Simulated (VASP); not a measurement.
# La (P6/mmm) in VASP: further runs

The runs below take La through single point, relaxation of cell and atoms, with PBE.

All numbers are computed with VASP 6.6.1; they aren't measurements. Logs are shortened: lines on timing, memory, paths and dates and some standing lists are left out, and cuts for length are marked.

**1. The cell of the first run**

The structure is hexagonal, space group P6/mmm (No. 191). The conventional cell has a = 2.838 Å, b = 2.838 Å, c = 2.657 Å, α = 90.00°, β = 90.00°, γ = 120.00°. La (site symmetry 6/mmm) has 8 La at 2.66 to 2.84 Å within 3.5 Å.

**2. Single point, PBE**

INCAR

```
SYSTEM = La
ALGO = Normal
EDIFF = 1E-6
ENCUT = 520
GGA = PE
ISIF = 2
ISMEAR = -1
LASPH = .TRUE.
LCHARG = .FALSE.
LREAL = .FALSE.
LWAVE = .FALSE.
NBANDS = 12
NELM = 100
PREC = Accurate
SIGMA = 0.05
```

KPOINTS

```
k-points
0
G
  15 15 14
  0 0 0
```

POSCAR

```
La
1.0
    2.8378387221      0.0000000000      0.0000000000
   -1.4189193611      2.4576404252      0.0000000000
    0.0000000000      0.0000000000      2.6574997023
La
1
Direct
    0.0000000000      0.0000000000      0.0000000000
```

Potentials or basis: VASP PAW PBE potentials, release 64 (La).

Command:

```console
$ cat potpaw_PBE.64/La/POTCAR > POTCAR
$ mpirun -np 1 vasp_std > vasp.out
```

OUTCAR:

```text
SYSTEM = La
   EDIFF = 1E-6
   ENCUT = 520
   GGA = PE
   ISIF = 2
   ISMEAR = -1
   LASPH = .TRUE.
   LREAL = .FALSE.
   NELM = 100
   PREC = Accurate

 ion  position               nearest neighbor table
   1  0.000  0.000  0.000-

  LATTYP: Found a hexagonal cell.
 ALAT       =     2.8378387221
 C/A-ratio  =     0.9364519843

  Lattice vectors:

 A1 = (   2.8378387221,   0.0000000000,   0.0000000000)
 A2 = (  -1.4189193611,   2.4576404252,   0.0000000000)
 A3 = (   0.0000000000,   0.0000000000,   2.6574997023)

Analysis of symmetry for initial positions (statically):
=====================================================================
 Subroutine PRICEL returns:
 Original cell was already a primitive cell.

 Routine SETGRP: Setting up the symmetry group for a
 hexagonal supercell.

 Subroutine GETGRP returns: Found 24 space group operations
 (whereof 24 operations were pure point group operations)
 out of a pool of 24 trial point group operations.

The static configuration has the point symmetry D_6h.

Analysis of symmetry for dynamics (positions and initial velocities):
=====================================================================
 Subroutine PRICEL returns:
 Original cell was already a primitive cell.

 Routine SETGRP: Setting up the symmetry group for a
 hexagonal supercell.

 Subroutine GETGRP returns: Found 24 space group operations
 (whereof 24 operations were pure point group operations)
 out of a pool of 24 trial point group operations.

The dynamic configuration has the point symmetry D_6h.

 Subroutine INISYM returns: Found 24 space group operations
 (whereof 24 operations are pure point group operations),
 and found     1 'primitive' translations

----------------------------------------------------------------------------------------

                                     Primitive cell

  volume of cell :      18.5344

  direct lattice vectors                    reciprocal lattice vectors
     2.837838722  0.000000000  0.000000000     0.352380843  0.203447174  0.000000000
    -1.418919361  2.457640425  0.000000000     0.000000000  0.406894349  0.000000000
     0.000000000  0.000000000  2.657499702     0.000000000  0.000000000  0.376293551

  length of vectors
     2.837838722  2.837838722  2.657499702     0.406894349  0.406894349  0.376293551

  position of ions in fractional coordinates (direct lattice)
     0.000000000  0.000000000  0.000000000

  ion indices of the primitive-cell ions
   primitive index   ion index
                 1           1

----------------------------------------------------------------------------------------

 KPOINTS: k-points

Automatic generation of k-mesh.
 Grid dimensions read from file:
 generate k-points for:   15   15   14

 Generating k-lattice:

  Cartesian coordinates                     Fractional coordinates (reciprocal lattice)
     0.023492056  0.013563145  0.000000000     0.066666667  0.000000000  0.000000000
     0.000000000  0.027126290  0.000000000     0.000000000  0.066666667  0.000000000
     0.000000000  0.000000000  0.026878111     0.000000000  0.000000000  0.071428571

  Length of vectors
     0.027126290  0.027126290  0.026878111

  Shift w.r.t. Gamma in fractional coordinates (k-lattice)
     0.000000000  0.000000000  0.000000000

 Subroutine IBZKPT returns following result:
 ===========================================

 Found    216 irreducible k-points:

 Following reciprocal coordinates:
            Coordinates               Weight
  0.000000  0.000000  0.000000      1.000000
  0.066667  0.000000  0.000000      6.000000
  0.133333  0.000000  0.000000      6.000000
  0.200000  0.000000  0.000000      6.000000
  0.266667  0.000000  0.000000      6.000000
  0.333333  0.000000  0.000000      6.000000
[... 16 lines left out ...]
  0.333333  0.200000  0.000000     12.000000
  0.400000  0.200000  0.000000      6.000000
 [... further k-points ...]
   k-points           NKPTS =    216   k-points in BZ     NKDIM =    216   number of bands    NBANDS=     12
   number of dos      NEDOS =    301   number of ions     NIONS =      1
   total plane-waves  NPLWV =  11520
   dimension x,y,z NGX =    24 NGY =   24 NGZ =   20
   dimension x,y,z NGXF=    48 NGYF=   48 NGZF=   40
   ions per type =               1
   NGX,Y,Z   is equivalent  to a cutoff of  14.06, 14.06, 12.51 a.u.
   NGXF,Y,Z  is equivalent  to a cutoff of  28.12, 28.12, 25.02 a.u.
 SYSTEM =  La
   PREC   = accura    normal or accurate (medium, high low for compatibility)
   ISTART =      0    job   : 0-new  1-cont  2-samecut
   ICHARG =      2    charge: 1-file 2-atom 10-const
   ISPIN  =      1    spin polarized calculation?
   LNONCOLLINEAR =      F non collinear calculations
   LSORBIT =      F    spin-orbit coupling
   LASPH  =      T    aspherical Exc in radial PAW
   ENCUT  =  520.0 eV  38.22 Ry    6.18 a.u.   5.28  5.28  4.94*2*pi/ulx,y,z
   NELM   =    100;   NELMIN=  2; NELMDL= -5     # of ELM steps
   EDIFF  = 0.1E-05   stopping-criterion for ELM
   LREAL  =      F    real-space projection
   EDIFFG = 0.1E-04   stopping-criterion for IOM
   NSW    =      0    number of steps for IOM
   IBRION =     -1    ionic relax: 0-MD 1-quasi-New 2-CG
   NFREE  =      0    steps in history (QN), initial steepest desc. (CG)
   ISIF   =      2    stress and relaxation
   ISYM   =      2    0-nonsym 1-usesym 2-fastsym
   POTIM  = 0.5000    time-step for ionic-motion
   TEBEG  =    0.0;   TEEND  =   0.0 temperature during run
   PSTRESS=    0.0 pullay stress
   NELECT =      11.0000    total number of electrons
   NUPDOWN=      -1.0000    fix difference up-down
   EMIN   =  10.00;   EMAX   =-10.00  energy-range for DOS
   EFERMI =   0.00;   METHOD = LEGACY
   ISMEAR =    -1;   SIGMA  =   0.05  broadening in eV -4-tet -1-fermi 0-gaus
   EFERMI_NEDOS =   21; number of points for ismear=-14 and -15
   IALGO  =     38    algorithm
   IMIX   =      4    mixing-type and parameters
     AMIX     =   0.40;   BMIX     =  1.00
     AMIX_MAG =   1.60;   BMIX_MAG =  1.00
  volume/ion in A,a.u.               =      18.53       125.08
  Fermi-wavevector in a.u.,A,eV,Ry     =   1.375770  2.599829 25.752349  1.892744
  Thomas-Fermi vector in A             =   2.501076
   LORBIT       =      0    0 simple, 1 ext, 2 COOP (PROOUT), +10 PAW based schemes
   GGA     = PE    functional components
   LHFCALC =     F    Hartree Fock is set to
   AEXX    =    0.0000 exact exchange contribution
   IVDW    =     0    specifies the selected vdW correction
   LEPSILON=     F    determine dielectric tensor
   LRPA    =     F    only Hartree local field effects (RPA)
 non-spin polarized calculation
  energy-cutoff  :      520.00
  volume of cell :       18.53
 maximum number of plane-waves:       513
 NGX is ok and might be reduce to    24
   NGX = 11   NGY = 11   NGZ =  9

 number of electron      10.9999999 magnetization

 Free energy of the ion-electron system (eV)
  ---------------------------------------------------
  ext. energy  EPLUGINS =         0.00000000
  ---------------------------------------------------
  free energy    TOTEN  =        -2.68350195 eV

  energy without entropy =       -2.67349389  energy(sigma->0) =       -2.67849792

 E-fermi :  16.8531     XC(G=0): -12.7365

 val. band max:       16.8083981000   @ k =   0.0667   0.0667   0.2143
 cond. band min:      16.8558186249   @ k =   0.0667   0.0667   0.4286
 fundamental gap:      0.0474205249
 Fermi energy:        16.8530663736

 k-point     1 :       0.0000    0.0000    0.0000
  band No.  band energies     occupation
      1     -17.3943      2.00000
      2       3.8428      2.00000
      3       3.9912      2.00000
      4       3.9912      2.00000
      5      14.2333      2.00000
      6      16.6480      1.96743
      7      17.7765      0.00000
      8      18.8648      0.00000
      9      18.8648      0.00000
     10      20.5916      0.00000
     11      20.5916      0.00000
     12      20.9439      0.00000

 k-point     2 :       0.0667    0.0000    0.0000
  band No.  band energies     occupation
      1     -17.3266      2.00000
      2       3.5231      2.00000
      3       3.8859      2.00000
      4       3.8949      2.00000
      5      14.4154      2.00000
      6      16.9093      0.48999
      7      17.2393      0.00088
      8      19.0122      0.00000
      9      19.5013      0.00000
     10      20.5805      0.00000
     11      20.5925      0.00000
     12      20.9604      0.00000

 k-point     3 :       0.1333    0.0000    0.0000
  band No.  band energies     occupation
      1     -17.1289      2.00000
      2       2.3452      2.00000
      3       3.6013      2.00000
      4       4.0452      2.00000
      5      14.7552      2.00000
      6      16.1906      2.00000
      7      18.0900      0.00000
      8      19.3444      0.00000
      9      20.2515      0.00000
     10      20.6068      0.00000
     11      20.7151      0.00000
     12      20.8698      0.00000
[... 286 lines left out ...]
 k-point    23 :       0.3333    0.2000    0.0000
  band No.  band energies     occupation
      1     -15.3098      2.00000
      2      -2.8447      2.00000
      3      -0.0496      2.00000
      4       5.2902      2.00000
      5      16.5823      1.99114
      6      17.9154      0.00000
      7      18.9622      0.00000
      8      19.4220      0.00000
      9      20.4207      0.00000
     10      20.5335      0.00000
     11      20.9247      0.00000
     12      21.4832      0.00000

 k-point    24 :       0.4000    0.2000    0.0000
  band No.  band energies     occupation
      1     -15.2152      2.00000
      2      -3.0218      2.00000
      3      -0.2049      2.00000
      4       5.3475      2.00000
      5      16.5598      1.99434
      6      18.4768      0.00000
      7      18.5582      0.00000
      8      19.3887      0.00000
      9      20.5278      0.00000
     10      20.6213      0.00000
     11      20.8817      0.00000
     12      21.3859      0.00000

 [... further k-points ...]
[... 5 lines left out ...]
  --------------------------------------------------------------------------------------
  -------------------------------------------------------------------------------------
  Total        7.5456752      7.5456752      7.4856281     -0.0000000      0.0000000      0.0000000
  in kB      652.2730135    652.2730135    647.0823438     -0.0000000      0.0000000      0.0000000
  external PRESSURE =     650.5427903 kB  Pullay stress =       0.0000000 kB

 VOLUME and BASIS-vectors are now :
 -----------------------------------------------------------------------------
  energy-cutoff  :      520.00
  volume of cell :       18.53
      direct lattice vectors                 reciprocal lattice vectors
     2.837838722  0.000000000  0.000000000     0.352380843  0.203447174  0.000000000
    -1.418919361  2.457640425  0.000000000     0.000000000  0.406894349  0.000000000
     0.000000000  0.000000000  2.657499702     0.000000000  0.000000000  0.376293551

 POSITION                                       TOTAL-FORCE (eV/Angst)
 -----------------------------------------------------------------------------------
      0.00000      0.00000      0.00000         0.000000      0.000000      0.000000
 -----------------------------------------------------------------------------------
    total drift:                               -0.000000      0.000000      0.000000

  FREE ENERGIE OF THE ION-ELECTRON SYSTEM (eV)
  ---------------------------------------------------
  free  energy   TOTEN  =        -2.6835019509 eV

  energy  without entropy=       -2.6734938908  energy(sigma->0) =       -2.67849792
```

It took 15 s on 1 thread of Intel Xeon 6975P-C (Granite Rapids), shared host; peak memory 0.19 GiB.

Results:

```yaml
Free_energy: -2.6835 eV
Pressure: 65.1 GPa
```

Levels at points of the mesh, in eV from the Fermi level:
```csv
k point,band 2,band 3,band 4,band 5,band 6,band 7,band 8,band 9,band 10,band 11
"(0.00, 0.00, 0.00)",-13.01,-12.86,-12.86,-2.62,-0.21,0.92,2.01,2.01,3.74,3.74
"(0.00, 0.00, 0.50)",-20.83,-11.73,-11.73,0.78,1.54,2.52,2.92,2.92,3.92,3.92
```

Caveat: spin-orbit coupling is left out, which moves the levels of the heavy elements.

**3. Single point, PBE**

INCAR

```
SYSTEM = La
ALGO = Normal
EDIFF = 1E-6
ENCUT = 520
GGA = PE
ISIF = 2
ISMEAR = -1
LASPH = .True.
LCHARG = .False.
LREAL = .False.
LWAVE = .False.
NBANDS = 12
NELM = 80
PREC = Accurate
SIGMA = 0.05
```

KPOINTS

```
k-points
0
Gamma
  15 15 14
  0 0 0
```

POSCAR

```
La
1.0
    2.8368405997      0.0000000000      0.0000000000
   -1.4184202999      2.4567760258      0.0000000000
    0.0000000000      0.0000000000      2.6567987994
La
1
Direct
    0.0000000000      0.0000000000      0.0000000000
```

Potentials or basis: VASP PAW PBE potentials, release 64 (La).

Command:

```console
$ cat potpaw_PBE.64/La/POTCAR > POTCAR
$ mpirun -np 1 vasp_std > vasp.out
```

Run time: 15 s. Hardware: 1 thread of Intel Xeon 6975P-C (Granite Rapids), shared host; peak memory 0.19 GiB.

The run converged. Its results:

```yaml
Free_energy: -2.6762 eV
Pressure: 65.3 GPa
```

Stress tensor (GPa, compression positive):
```
65.50  0.00  0.00
 0.00 65.50  0.00
 0.00  0.00 65.01
```

Levels at points of the mesh, in eV from the Fermi level:
```
           k point  band 4  band 5  band 6  band 7  band 8  band 9
(0.00, 0.00, 0.00)  -12.86   -2.62   -0.20    0.92    2.01    2.01
(0.00, 0.00, 0.50)  -11.72    0.78    1.53    2.53    2.92    2.92
```

Caveat: spin-orbit coupling is left out, which moves the levels of the heavy elements.

(Part 1 of 2 ends here.)
